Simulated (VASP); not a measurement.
A run of VASP 6.6.1 is set up as follows.

File INCAR:

```
SYSTEM = Li2H
PREC     = Accurate       ! precision mode
ENCUT    = 600            ! plane-wave cutoff, eV
EDIFF    = 1E-6           ! SCF threshold, eV
ISMEAR   = 0              ! smearing method
SIGMA    = 0.1            ! smearing width, eV
LREAL    = .FALSE.        ! projectors in reciprocal space
LASPH    = .TRUE.         ! aspherical terms in the spheres
NELM     = 60             ! most SCF steps
ALGO     = Normal         ! electronic algorithm
ISIF     = 3              ! what is computed and relaxed
LWAVE    = .FALSE.        ! write WAVECAR
LCHARG   = .FALSE.        ! write CHGCAR
GGA      = PE             ! functional
IBRION   = 2              ! ionic algorithm
NSW      = 90             ! ionic steps
EDIFFG   = -0.04          ! ionic threshold
```

KPOINTS

```
Automatic mesh
0
G
  9 9 2
  0 0 0
```

POSCAR

```
Li2H
1.0
    2.7550904300      0.0000000000      0.0000000000
   -1.3775452100      2.3859783000      0.0000000000
    0.0000000000      0.0000000000      9.3431625400
Li H
4 2
Direct
    0.3333333300      0.6666666700      0.3907000100
    0.6666666700      0.3333333300      0.8907000100
    0.3333333300      0.6666666700      0.1092999900
    0.6666666700      0.3333333300      0.6092999900
    0.0000000000      0.0000000000      0.2500000000
    0.0000000000      0.0000000000      0.7500000000
```

Potentials or basis: VASP PAW PBE potentials, release 64 (Li_sv, H).

Command:

```sh
$ cat potpaw_PBE.64/Li_sv/POTCAR potpaw_PBE.64/H/POTCAR > POTCAR
$ mpirun -np 1 vasp_std > vasp.out
```

Predict the band gap on the k mesh.

zero (band 7 reaches 3.33 eV, above the bottom of band 8 at -0.80 eV).

Predict the relaxed cell.

a = 2.799 Å, b = 2.799 Å, c = 10.206 Å, α = 90.00°, β = 90.00°, γ = 120.00°.

Stress tensor (GPa, compression positive):
```
0.17 0.00 0.00
0.00 0.17 0.00
0.00 0.00 0.00
```

Caveat: the cutoff is under 1.25 times the usual one of these potentials, so pressure, stress and relaxed cells hold a basis-set (Pulay) error.
